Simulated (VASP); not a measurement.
# V (P6_3/mmc) in VASP: further runs

Aim: see how the results for V move with the level of theory and the settings. Levels: PBEsol, r2SCAN. Tasks: single point.

Everything below comes from runs of VASP 6.6.1. Logs are shortened: lines on timing, memory, paths and dates and some standing lists are left out, and cuts for length are marked.

## (1) The cell of the first run

The structure is hexagonal, space group P6_3/mmc (No. 194). The conventional cell has a = 2.622 Å, b = 2.622 Å, c = 4.755 Å, α = 90.00°, β = 90.00°, γ = 120.00°. Within 3.5 Å of V (site symmetry -6m2) lie 12 V at 2.62 to 2.82 Å.

This isn't the form of V at room conditions, which is bcc.

## (2) Single point, PBEsol, collinear spin, ferromagnetic start

The input, INCAR:

```
PREC = Accurate ; ENCUT = 520
EDIFF = 1E-7 ; ISMEAR = -1
SIGMA = 0.05 ; LREAL = F
LASPH = T ; NELM = 150
ALGO = Normal ; ISIF = 2
LWAVE = F ; LCHARG = F
ISPIN = 2 ; MAGMOM = 2 2
LORBIT = 11 ; LMAXMIX = 4
GGA = PS ; NBANDS = 24
```

The input, KPOINTS:

```
Automatic mesh
0
Gamma
  12 12 6
```

The input, POSCAR:

```
V
1.0
    2.6215415862      0.0000000000      0.0000000000
   -1.3107707930      2.2703216106      0.0000000000
    0.0000000000      0.0000000000      4.7546172825
V
2
Direct
    0.3333333333      0.6666666667      0.2500000000
    0.6666666667      0.3333333333      0.7500000000
```

Potentials or basis: VASP PAW PBE potentials, release 64 (V_sv).

On the command line:

```bash
cat potpaw_PBE.64/V_sv/POTCAR > POTCAR
mpirun -np 1 vasp_std > vasp.out
```

OUTCAR:

```text
PREC = Accurate
   ENCUT = 520
   EDIFF = 1E-7
   ISMEAR = -1
   LREAL = F
   LASPH = T
   NELM = 150
   ISIF = 2
   ISPIN = 2
   LORBIT = 11
   GGA = PS

 ion  position               nearest neighbor table
   1  0.333  0.667  0.250-   2 2.82   2 2.82   2 2.82   2 2.82   2 2.82   2 2.82
   2  0.667  0.333  0.750-   1 2.82   1 2.82   1 2.82   1 2.82   1 2.82   1 2.82

  LATTYP: Found a hexagonal cell.
 ALAT       =     2.6215415862
 C/A-ratio  =     1.8136722711

  Lattice vectors:

 A1 = (   2.6215415862,   0.0000000000,   0.0000000000)
 A2 = (  -1.3107707930,   2.2703216106,   0.0000000000)
 A3 = (   0.0000000000,   0.0000000000,   4.7546172825)

Analysis of symmetry for initial positions (statically):
=====================================================================
 Subroutine PRICEL returns:
 Original cell was already a primitive cell.

 Routine SETGRP: Setting up the symmetry group for a
 hexagonal supercell.

 Subroutine GETGRP returns: Found 24 space group operations
 (whereof 12 operations were pure point group operations)
 out of a pool of 24 trial point group operations.

The static configuration has the point symmetry D_3d.
 The point group associated with its full space group is D_6h.

Analysis of symmetry for dynamics (positions and initial velocities):
=====================================================================
 Subroutine PRICEL returns:
 Original cell was already a primitive cell.

 Routine SETGRP: Setting up the symmetry group for a
 hexagonal supercell.

 Subroutine GETGRP returns: Found 24 space group operations
 (whereof 12 operations were pure point group operations)
 out of a pool of 24 trial point group operations.

The dynamic configuration has the point symmetry D_3d.
 The point group associated with its full space group is D_6h.

Analysis of structural, dynamic, and magnetic symmetry:
=====================================================================
 Subroutine PRICEL returns:
 Original cell was already a primitive cell.

 Routine SETGRP: Setting up the symmetry group for a
 hexagonal supercell.

 Subroutine GETGRP returns: Found 24 space group operations
 (whereof 12 operations were pure point group operations)
 out of a pool of 24 trial point group operations.

The overall configuration has the point symmetry D_3d.
 The point group associated with its full space group is D_6h.

 Subroutine INISYM returns: Found 24 space group operations
 (whereof 12 operations are pure point group operations),
 and found     1 'primitive' translations

----------------------------------------------------------------------------------------

                                     Primitive cell

  volume of cell :      28.2983

  direct lattice vectors                    reciprocal lattice vectors
     2.621541586  0.000000000  0.000000000     0.381454944  0.220233115  0.000000000
    -1.310770793  2.270321611  0.000000000     0.000000000  0.440466230  0.000000000
     0.000000000  0.000000000  4.754617282     0.000000000  0.000000000  0.210321870

  length of vectors
     2.621541586  2.621541586  4.754617282     0.440466230  0.440466230  0.210321870

  position of ions in fractional coordinates (direct lattice)
     0.333333333  0.666666667  0.250000000
     0.666666667  0.333333333  0.750000000

  ion indices of the primitive-cell ions
   primitive index   ion index
                 1           1
                 2           2

----------------------------------------------------------------------------------------

 KPOINTS: Automatic mesh

Automatic generation of k-mesh.
 Grid dimensions read from file:
 generate k-points for:   12   12    6

 Generating k-lattice:

  Cartesian coordinates                     Fractional coordinates (reciprocal lattice)
     0.031787912  0.018352760  0.000000000     0.083333333 -0.000000000  0.000000000
     0.000000000  0.036705519  0.000000000     0.000000000  0.083333333  0.000000000
     0.000000000  0.000000000  0.035053645     0.000000000  0.000000000  0.166666667

  Length of vectors
     0.036705519  0.036705519  0.035053645

  Shift w.r.t. Gamma in fractional coordinates (k-lattice)
     0.000000000  0.000000000  0.000000000

 Subroutine IBZKPT returns following result:
 ===========================================

 Found     76 irreducible k-points:

 Following reciprocal coordinates:
            Coordinates               Weight
  0.000000  0.000000  0.000000      1.000000
  0.083333  0.000000  0.000000      6.000000
  0.166667  0.000000  0.000000      6.000000
  0.250000  0.000000  0.000000      6.000000
  0.333333  0.000000  0.000000      6.000000
  0.416667  0.000000  0.000000      6.000000
[... 16 lines left out ...]
  0.250000  0.000000  0.166667     12.000000
  0.333333  0.000000  0.166667     12.000000
 [... further k-points ...]
   k-points           NKPTS =     76   k-points in BZ     NKDIM =     76   number of bands    NBANDS=     24
[... 27 lines left out ...]
   PSTRESS=    0.0 pullay stress
   NELECT =      26.0000    total number of electrons
   NUPDOWN=      -1.0000    fix difference up-down
   EMIN   =  10.00;   EMAX   =-10.00  energy-range for DOS
   EFERMI =   0.00;   METHOD = LEGACY
   ISMEAR =    -1;   SIGMA  =   0.05  broadening in eV -4-tet -1-fermi 0-gaus
   EFERMI_NEDOS =   21; number of points for ismear=-14 and -15
   IALGO  =     38    algorithm
   IMIX   =      4    mixing-type and parameters
     AMIX     =   0.40;   BMIX     =  1.00
     AMIX_MAG =   1.60;   BMIX_MAG =  1.00
  volume/ion in A,a.u.               =      14.15        95.48
  Fermi-wavevector in a.u.,A,eV,Ry     =   1.591522  3.007541 34.462783  2.532943
  Thomas-Fermi vector in A             =   2.690049
   LORBIT       =     11    0 simple, 1 ext, 2 COOP (PROOUT), +10 PAW based schemes
   GGA     = PS    functional components
   LHFCALC =     F    Hartree Fock is set to
   AEXX    =    0.0000 exact exchange contribution
   IVDW    =     0    specifies the selected vdW correction
   LEPSILON=     F    determine dielectric tensor
   LRPA    =     F    only Hartree local field effects (RPA)
 spin polarized calculation
  energy-cutoff  :      520.00
  volume of cell :       28.30
 maximum number of plane-waves:       780
 NGX is ok and might be reduce to    20
   NGX =  9   NGY =  9   NGZ = 17

 number of electron      26.0000005 magnetization       0.0000035

 number of electron      26.0000005 magnetization      -0.0002971

 Free energy of the ion-electron system (eV)
  ---------------------------------------------------
  ext. energy  EPLUGINS =         0.00000000
  ---------------------------------------------------
  free energy    TOTEN  =       -18.69886677 eV

  energy without entropy =      -18.67186177  energy(sigma->0) =      -18.68536427

 E-fermi :   9.3065     XC(G=0): -12.7719

 val. band max:        9.3023698867   @ k =   0.1667   0.0000   0.0000
 cond. band min:       9.3145278473   @ k =   0.3333   0.1667   0.5000
 fundamental gap:      0.0121579606
 Fermi energy:         9.3064795440

 spin component 1

 k-point     1 :       0.0000    0.0000    0.0000
  band No.  band energies     occupation
      1     -54.4891      1.00000
      2     -54.3889      1.00000
      3     -28.6837      1.00000
      4     -28.0841      1.00000
      5     -27.9480      1.00000
      6     -27.9480      1.00000
[... 16 lines left out ...]
     23      27.3599      0.00000
     24      29.5376      0.00000
[... 598 lines left out ...]
      2     -54.2999      1.00000
      3     -28.5870      1.00000
      4     -28.5169      1.00000
      5     -28.4078      1.00000
      6     -28.1312      1.00000
[... 16 lines left out ...]
     23      24.0401      0.00000
     24      26.0962      0.00000

 [... further k-points ...]

 spin component 2

 k-point     1 :       0.0000    0.0000    0.0000
  band No.  band energies     occupation
      1     -54.4892      1.00000
      2     -54.3890      1.00000
      3     -28.6838      1.00000
      4     -28.0842      1.00000
      5     -27.9481      1.00000
      6     -27.9481      1.00000
[... 16 lines left out ...]
     23      27.3598      0.00000
     24      29.5375      0.00000
[... 598 lines left out ...]
      2     -54.3000      1.00000
      3     -28.5871      1.00000
      4     -28.5170      1.00000
      5     -28.4079      1.00000
      6     -28.1313      1.00000
[... 16 lines left out ...]
     23      24.0400      0.00000
     24      26.0961      0.00000

 [... further k-points ...]

------------------------ aborting loop because EDIFF is reached ----------------------------------------

  FORCE on cell =-STRESS in cart. coord.  units (eV):
  Direction    XX          YY          ZZ          XY          YZ          ZX
  --------------------------------------------------------------------------------------
  -------------------------------------------------------------------------------------
  Total       -1.7723832     -1.7723832     -1.7881080     -0.0000000     -0.0000000      0.0000000
  in kB     -100.3479483   -100.3479483   -101.2382499     -0.0000000     -0.0000000      0.0000000
  external PRESSURE =    -100.6447155 kB  Pullay stress =       0.0000000 kB

 VOLUME and BASIS-vectors are now :
 -----------------------------------------------------------------------------
  energy-cutoff  :      520.00
  volume of cell :       28.30
      direct lattice vectors                 reciprocal lattice vectors
     2.621541586  0.000000000  0.000000000     0.381454944  0.220233115  0.000000000
    -1.310770793  2.270321611  0.000000000     0.000000000  0.440466230  0.000000000
     0.000000000  0.000000000  4.754617282     0.000000000  0.000000000  0.210321870

 POSITION                                       TOTAL-FORCE (eV/Angst)
 -----------------------------------------------------------------------------------
     -0.00000      1.51355      1.18865        -0.000000      0.000000      0.000000
      1.31077      0.75677      3.56596         0.000000     -0.000000      0.000000
 -----------------------------------------------------------------------------------
    total drift:                               -0.000000      0.000000     -0.000000

  FREE ENERGIE OF THE ION-ELECTRON SYSTEM (eV)
  ---------------------------------------------------
  free  energy   TOTEN  =       -18.6988667695 eV

  energy  without entropy=      -18.6718617678  energy(sigma->0) =      -18.68536427

 total charge

# of ion       s       p       d       tot
------------------------------------------
    1        2.339   6.204   3.058  11.601
    2        2.339   6.204   3.058  11.601
--------------------------------------------------
tot          4.679  12.408   6.116  23.203

 magnetization (x)

# of ion       s       p       d       tot
------------------------------------------
    1       -0.000  -0.000  -0.000  -0.000
    2       -0.000  -0.000  -0.000  -0.000
--------------------------------------------------
tot         -0.000  -0.000  -0.000  -0.000
```

Wall time 2.1 min (1 thread of Intel Xeon 8259CL, shared host); peak memory 0.2 GiB.

What came out:

| Item | Value |
| --- | --- |
| Free energy | -18.6989 eV |
| Pressure | -10.1 GPa |
| Band gap on the k mesh | zero (filled and empty bands overlap) |
| Net moment | 0.00 μB per cell |
| Valence electrons inside the program's atomic spheres | V 11.60 |

Stress tensor (GPa, compression positive):
```
-10.03   0.00   0.00
  0.00 -10.03   0.00
  0.00   0.00 -10.12
```

Caveat: the cell stands under tension; the moments typed at the start vanished in this run; the PAW data sets were made with another functional, which shifts forces and pressure a little.

## (3) Single point, r2SCAN, collinear spin, ferromagnetic start

This run uses another cell than the first one, of 13.04 Å³/atom.

The input, POSCAR:

```
V
1.0
    2.5511303260      0.0000000000      0.0000000000
   -1.2755651630      2.2093436706      0.0000000000
    0.0000000000      0.0000000000      4.6269143324
V
2
Direct
    0.3333333333      0.6666666667      0.2500000000
    0.6666666667      0.3333333333      0.7500000000
```

The input, INCAR.step1:

```
ALGO = Normal ; EDIFF = 1E-4
ENCUT = 520 ; GGA = PE
ISMEAR = -1 ; ISPIN = 2
LASPH = T ; LCHARG = F
LMAXMIX = 4 ; LREAL = F
LWAVE = T ; MAGMOM = 2 2
NBANDS = 24 ; NELM = 150
PREC = Accurate ; SIGMA = 0.05
```

The input, INCAR.step2:

```
ALGO = Normal ; EDIFF = 1E-6
ENCUT = 520 ; ISIF = 2
ISMEAR = -1 ; ISPIN = 2
ISTART = 1 ; LASPH = T
LCHARG = F ; LMAXMIX = 4
LMIXTAU = T ; LORBIT = 11
LREAL = F ; LWAVE = F
MAGMOM = 2 2 ; METAGGA = R2SCAN
NBANDS = 24 ; NELM = 150
PREC = Accurate ; SIGMA = 0.05
```

The input, KPOINTS:

```
k-points
0
Gamma
  12 12 6
```

Potentials or basis: VASP PAW PBE potentials, release 64 (V_sv).

On the command line:

```bash
cat potpaw_PBE.64/V_sv/POTCAR > POTCAR
cp INCAR.step1 INCAR
mpirun -np 1 vasp_std > vasp.out
cp INCAR.step2 INCAR
mpirun -np 1 vasp_std > vasp.out
```

Run time: 9.1 min. Hardware: 1 thread of Intel Xeon 8259CL, shared host; peak memory 0.21 GiB.

The run converged. Its results:

```yaml
Free_energy: -27.7016 eV
Pressure: 9.5 GPa
Band_gap_on_the_k_mesh: zero (filled and empty bands overlap)
Net_moment: 0.00 μB per cell
Valence_electrons_inside_the_program's_atomic_spheres: V 11.71
```

Stress tensor (GPa, compression positive):
```
9.92 0.00 0.00
0.00 9.92 0.00
0.00 0.00 8.54
```

Levels at points of the mesh, in eV from the Fermi level:
Spin up:
```csv
k point,band 10,band 11,band 12,band 13,band 14,band 15,band 16,band 17
"(0.00, 0.00, 0.00)",-3.85,-0.72,-0.39,0.39,0.39,0.75,0.75,2.21
"(0.50, 0.00, 0.00)",-3.20,-3.06,-0.35,-0.27,0.31,0.82,3.47,3.97
"(0.00, 0.00, 0.50)",-5.57,-1.25,-1.25,0.44,0.44,0.44,0.44,2.95
"(0.50, 0.00, 0.50)",-3.66,-2.06,-2.06,1.75,1.75,1.98,1.98,4.04
```
Spin down:
```
           k point  band 10  band 11  band 12  band 13  band 14  band 15  band 16  band 17
(0.00, 0.00, 0.00)    -3.85    -0.72    -0.39     0.39     0.39     0.75     0.75     2.21
(0.50, 0.00, 0.00)    -3.20    -3.06    -0.35    -0.27     0.31     0.82     3.47     3.97
(0.00, 0.00, 0.50)    -5.57    -1.25    -1.25     0.44     0.44     0.44     0.44     2.95
(0.50, 0.00, 0.50)    -3.66    -2.06    -2.06     1.75     1.75     1.98     1.98     4.04
```

Caveat: the cell stands under pressure; the moments typed at the start vanished in this run; the PAW data sets were made with another functional, which shifts forces and pressure a little.

## (4) Single point, r2SCAN, collinear spin, ferromagnetic start

This run uses another cell than the first one, of 13.32 Å³/atom.

The input, POSCAR:

```
V
1.0
    2.5690966245      0.0000000000      0.0000000000
   -1.2845483122      2.2249029415      0.0000000000
    0.0000000000      0.0000000000      4.6594993097
V
2
Direct
    0.3333333333      0.6666666667      0.2500000000
    0.6666666667      0.3333333333      0.7500000000
```

The input, INCAR.step1:

```
SYSTEM = V
ALGO     = Normal         ! electronic algorithm
EDIFF    = 1E-4           ! SCF threshold, eV
ENCUT    = 520            ! plane-wave cutoff, eV
GGA      = PE             ! functional
ISMEAR   = -1             ! smearing method
ISPIN    = 2              ! spin polarisation
LASPH    = .TRUE.         ! aspherical terms in the spheres
LCHARG   = .FALSE.        ! write CHGCAR
LMAXMIX  = 4              ! l up to which the mixer works
LREAL    = .FALSE.        ! projectors in reciprocal space
LWAVE    = .TRUE.         ! write WAVECAR
MAGMOM   = 2 2            ! initial moments
NBANDS   = 24             ! bands
NELM     = 150            ! most SCF steps
PREC     = Accurate       ! precision mode
SIGMA    = 0.05           ! smearing width, eV
```

The input, INCAR.step2:

```
SYSTEM = V
ALGO     = Normal         ! electronic algorithm
EDIFF    = 1E-7           ! SCF threshold, eV
ENCUT    = 520            ! plane-wave cutoff, eV
ISIF     = 2              ! what is computed and relaxed
ISMEAR   = -1             ! smearing method
ISPIN    = 2              ! spin polarisation
ISTART   = 1            
LASPH    = .TRUE.         ! aspherical terms in the spheres
LCHARG   = .FALSE.        ! write CHGCAR
LMAXMIX  = 4              ! l up to which the mixer works
LMIXTAU  = .TRUE.       
LORBIT   = 11             ! projections on sites
LREAL    = .FALSE.        ! projectors in reciprocal space
LWAVE    = .FALSE.        ! write WAVECAR
MAGMOM   = 2 2            ! initial moments
METAGGA  = R2SCAN         ! meta-GGA
NBANDS   = 24             ! bands
NELM     = 150            ! most SCF steps
PREC     = Accurate       ! precision mode
SIGMA    = 0.05           ! smearing width, eV
```

The input, KPOINTS:

```
k-points
0
G
  12 12 6
  0 0 0
```

On the command line:

```bash
cat potpaw_PBE.64/V_sv/POTCAR > POTCAR
cp INCAR.step1 INCAR
mpirun -np 1 vasp_std > vasp.out
cp INCAR.step2 INCAR
mpirun -np 1 vasp_std > vasp.out
```

Wall time 8.4 min (1 thread of Intel Xeon 8259CL, shared host); peak memory 0.2 GiB.

It converged, with:

```
Free energy                                           : -27.7268 eV
Pressure                                              : 5.0 GPa
Band gap on the k mesh                                : zero (filled and empty bands overlap)
Net moment                                            : 0.00 μB per cell
Valence electrons inside the program's atomic spheres : V 11.67
```

Stress tensor (GPa, compression positive):
```
5.50 0.00 0.00
0.00 5.50 0.00
0.00 0.00 4.09
```

Levels at points of the mesh, in eV from the Fermi level:
Spin up:
```tsv
k point	band 11	band 12	band 13	band 14	band 15	band 16
(0.00, 0.00, 0.00)	-0.70	-0.43	0.39	0.39	0.74	0.74
(0.50, 0.00, 0.00)	-2.97	-0.33	-0.31	0.29	0.81	3.38
(0.00, 0.00, 0.50)	-1.21	-1.21	0.44	0.44	0.44	0.44
(0.50, 0.00, 0.50)	-2.00	-2.00	1.68	1.68	1.94	1.94
```
Spin down:
```csv
k point,band 11,band 12,band 13,band 14,band 15,band 16
"(0.00, 0.00, 0.00)",-0.70,-0.43,0.39,0.39,0.74,0.74
"(0.50, 0.00, 0.00)",-2.97,-0.33,-0.31,0.29,0.81,3.38
"(0.00, 0.00, 0.50)",-1.21,-1.21,0.44,0.44,0.44,0.44
"(0.50, 0.00, 0.50)",-2.00,-2.00,1.68,1.68,1.94,1.94
```

Caveat: the cell stands under pressure; the moments typed at the start vanished in this run; the PAW data sets were made with another functional, which shifts forces and pressure a little.

## (5) Overview

| level | cell | gap on the mesh (eV) | pressure (GPa) | moment (μB) |
| --- | --- | --- | --- | --- |
| PBEsol | a = 2.622, b = 2.622, c = 4.755 Å, angles 90.0, 90.0, 120.0°, 2 atoms | none | -10.1 | 0.00 |
| r2SCAN | a = 2.551, b = 2.551, c = 4.627 Å, angles 90.0, 90.0, 120.0°, 2 atoms | none | 9.5 | 0.00 |
| r2SCAN | a = 2.569, b = 2.569, c = 4.659 Å, angles 90.0, 90.0, 120.0°, 2 atoms | none | 5.0 | 0.00 |

Alike in all rows: task single point; potentials or basis VASP PAW PBE potentials, release 64 (V_sv); spin collinear, ferromagnetic start; k mesh 12 × 12 × 6; cutoff (eV) 520; smearing fermi-dirac 0.05 eV.

Caveats: the moments typed at the start vanished in this run; the PAW data sets were made with another functional, which shifts forces and pressure a little; the cell stands under pressure (at least some runs); the cell stands under tension (at least some runs).

Total energies depend on the potentials used, so only differences within one code and one set of settings carry meaning.

The gap in the log of VASP goes by the Fermi energy; the results here count the filled bands.